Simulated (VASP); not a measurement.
Here is a VASP 6.6.1 calculation.

INCAR

```
PREC     = Accurate       # precision mode
ENCUT    = 520            # plane-wave cutoff, eV
EDIFF    = 1E-6           # SCF threshold, eV
ISMEAR   = 0              # smearing method
SIGMA    = 1.5            # smearing width, eV
LREAL    = F              # projectors in reciprocal space
LASPH    = T              # aspherical terms in the spheres
NELM     = 100            # most SCF steps
ALGO     = Normal         # electronic algorithm
ISIF     = 2              # what is computed and relaxed
LWAVE    = F              # write WAVECAR
LCHARG   = T              # write CHGCAR
LDIPOL   = T            
IDIPOL   = 3            
DIPOL    = 0.5 0.5 0.500
GGA      = PE             # functional
LELF     = T              # ELF
LVHAR    = T            
LVACPOTAV= T            
NBANDS   = 51             # bands
```

File KPOINTS:

```
regular mesh
0
Gamma
  12 12 1
```

POSCAR

```
Ti
1.0
    2.9384580613      0.0000000000      0.0000000000
   -1.4692290307      2.5447793291      0.0000000000
    0.0000000000      0.0000000000     28.9519020424
Ti
7
Direct
    0.6666666667      0.3333333333      0.2590503377
    0.3333333333      0.6666666667      0.3393668918
    0.6666666667      0.3333333333      0.4196834459
    0.3333333333      0.6666666667      0.5000000000
    0.6666666667      0.3333333333      0.5803165541
    0.3333333333      0.6666666667      0.6606331082
    0.6666666667      0.3333333333      0.7409496623
```

Potentials or basis: VASP PAW PBE potentials, release 64 (Ti_sv).

Command:

```bash
$ cat potpaw_PBE.64/Ti_sv/POTCAR > POTCAR
$ mpirun -np 1 vasp_std > vasp.out
```

Question: Estimate the largest force.

Answer: 0.255 eV/Å.

Question: Estimate the band gap on the k mesh.

Answer: Zero (bands 42 and 43 overlap by 1.04 eV).

Forces on the atoms (eV/Å):
```
Ti   0.000  0.000 -0.255
Ti   0.000  0.000 -0.181
Ti   0.000  0.000 -0.025
Ti   0.000  0.000  0.000
Ti   0.000  0.000  0.025
Ti   0.000  0.000  0.181
Ti   0.000  0.000  0.255
```

Caveat: so wide a smearing shifts energies and pressures.
